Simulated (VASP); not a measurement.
Write the native input for VASP 6.6.1 that does the following.

- Task: single point
- Functional: PBE
- Potentials or basis: VASP PAW PBE potentials, release 64 (Bi_d)
- Cutoff: 520 eV
- k mesh: 10 × 10 × 10
- Occupations: gaussian, width 0.1 eV
- Spin: no spin polarisation
- Dipole correction: no
- Further INCAR settings: ALGO = Normal; EDIFF = 1e-06; NBANDS = 46

The structure of Bi lies in POSCAR:

```
Bi
1.0
   -4.4631675192      4.4631675192      2.1160565212
    4.4631675192     -4.4631675192      2.1160565212
    4.4631675192      4.4631675192     -2.1160565212
Bi
5
Direct
    0.5000000000      0.5000000000      0.0000000000
    0.2920349256      0.0000000000      0.2920349256
    0.7079650744      0.0000000000      0.7079650744
    0.0000000000      0.2920349256      0.2920349256
    0.0000000000      0.7079650744      0.7079650744
```

These files were run (other wordings do the same):

INCAR

```
PREC = Accurate ; ENCUT = 520
EDIFF = 1E-6 ; ISMEAR = 0
SIGMA = 0.1 ; LREAL = False
LASPH = True ; NELM = 100
ALGO = Normal ; ISIF = 2
LWAVE = False ; LCHARG = False
GGA = PE ; NBANDS = 46
```

KPOINTS

```
regular mesh
0
Gamma
  10 10 10
```

Potentials or basis: VASP PAW PBE potentials, release 64 (Bi_d).

The run is started by

```sh
$ cat potpaw_PBE.64/Bi_d/POTCAR > POTCAR
$ mpirun -np 1 vasp_std > vasp.out
```

It gave:

The pressure is -0.1 GPa.

Wall time 9.2 min on 1 thread of Intel(R) Xeon(R) Platinum 8488C (Sapphire Rapids), on a shared host, peak memory 0.69 GiB.
